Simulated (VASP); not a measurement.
Here is a VASP 6.6.1 calculation.

The input POSCAR:

```
Ti
1.0
    0.0000000000      1.9691000000      2.0300000000
    1.9691000000      0.0000000000      2.0300000000
    1.9691000000      1.9691000000      0.0000000000
Ti
1
Direct
    0.0000000000      0.0000000000      0.0000000000
```

The input INCAR.step1:

```
PREC = Accurate
ENCUT = 520
ISMEAR = 0
SIGMA = 0.15
LREAL = False
LASPH = True
NELM = 100
NBANDS = 12
GGA = PE
ALGO = Normal
EDIFF = 1E-4
LWAVE = True
LCHARG = False
```

File INCAR.step2:

```
PREC = Accurate
ENCUT = 520
EDIFF = 1E-6
ISMEAR = 0
SIGMA = 0.15
LREAL = False
LASPH = True
NELM = 100
ALGO = Normal
ISIF = 2
LWAVE = False
LCHARG = True
METAGGA = R2SCAN
LMIXTAU = True
LELF = True
LVHAR = True
NBANDS = 12
ISTART = 1
```

Contents of KPOINTS:

```
Automatic mesh
0
Gamma
  20 20 20
```

Potentials or basis: VASP PAW PBE potentials, release 64 (Ti_sv).

The run is started by

```bash
$ cat potpaw_PBE.64/Ti_sv/POTCAR > POTCAR
$ cp INCAR.step1 INCAR
$ mpirun -np 1 vasp_std > vasp.out
$ cp INCAR.step2 INCAR
$ mpirun -np 1 vasp_std > vasp.out
```

(1) Estimate the band gap on the k mesh.

(2) Predict the pressure.

Results:

(1) zero (band 6 reaches 10.30 eV, above the bottom of band 7 at 8.77 eV).

(2) 13.2 GPa.

Caveat: the cell differs from its parent crystal (strain -0.030 along x and y, +0.000 along z); the PAW data sets were made with another functional, which shifts forces and pressure a little.
